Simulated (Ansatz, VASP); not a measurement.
One calculation of SnSe2, two programs

Contents of INCAR:

```
SYSTEM = SnSe2
PREC = Accurate ; ENCUT = 520
EDIFF = 1E-7 ; ISMEAR = 0
SIGMA = 0.05 ; LREAL = .FALSE.
LASPH = .TRUE. ; NELM = 100
ALGO = Normal ; ISIF = 2
LWAVE = .FALSE. ; LCHARG = .TRUE.
GGA = PE ; LELF = .TRUE.
LVHAR = .TRUE. ; NBANDS = 20
```

The input KPOINTS:

```
Automatic mesh
0
G
  12 12 4
  0 0 0
```

Contents of POSCAR:

```
SnSe2
1.0
    4.1040516262      0.0000000000      0.0000000000
   -2.0520258131      3.5542129667      0.0000000000
    0.0000000000      0.0000000000      6.9880221146
Sn Se
1 2
Direct
    0.0000000000      0.0000000000      0.0000000000
    0.3333333333      0.6666666667      0.2281493097
    0.6666666667      0.3333333333      0.7718506903
```

Input for Ansatz:

```yaml
crystal:
  lattice:
    - [4.1040516262, 0.0, 0.0]
    - [-2.0520258131, 3.5542129667, 0.0]
    - [0.0, 0.0, 6.9880221146]
  atoms:
    - { symbol: Sn, position: [0.0, 0.0, 0.0] }
    - { symbol: Se, position: [0.3333333333, 0.6666666667, 0.2281493097] }
    - { symbol: Se, position: [0.6666666667, 0.3333333333, 0.7718506903] }
basis:
  ecutwfc: 420
kpoints:
  mp_grid: { grid: [12, 12, 4] }
hamiltonian:
  xc: pbe
scf:
  occupations: { method: gaussian, width: 0.05 }
output:
  forces: true
  stress: true
  eigenvalues: true
```

Change from the starting cell: strain +0.0600 x Voigt [1, 1, 0, 0, 0, 0], atoms carried along.

Alike in both runs: task single point; functional PBE; k mesh 12 × 12 × 4; occupations gaussian, width 0.05 eV; no spin polarisation.

```csv
,VASP,Ansatz
version,VASP 6.6.1,Ansatz 0.2.0
potentials or method,"VASP PAW PBE potentials, release 64 (Sn_d, Se), cutoff 520 eV","scalar-relativistic, plane waves, PAW"
valence electrons in the cell,26,46
```

|  | VASP | Ansatz | Ansatz less VASP |
| --- | --- | --- | --- |
| gap on the k mesh at the Fermi level (eV) | 0.59 | 0.59 | +0.006 |
| least direct gap on the mesh (eV) | 0.66 | 0.66 | +0.007 |
| pressure (GPa) | -4.6 | -4.6 | -0.02 |
| traceless stress, the component that is largest in VASP (GPa) | 1.94 | 1.95 | +0.003 |
| rms of the force components (eV/Å) | 0.234 | 0.237 | +0.0033 |

Atom by atom the forces differ by 0.003 eV/Å (rms over components). VASP's potentials hold 26 valence electrons a cell and Ansatz's 46, so a difference there can come from the potentials and not from the codes.
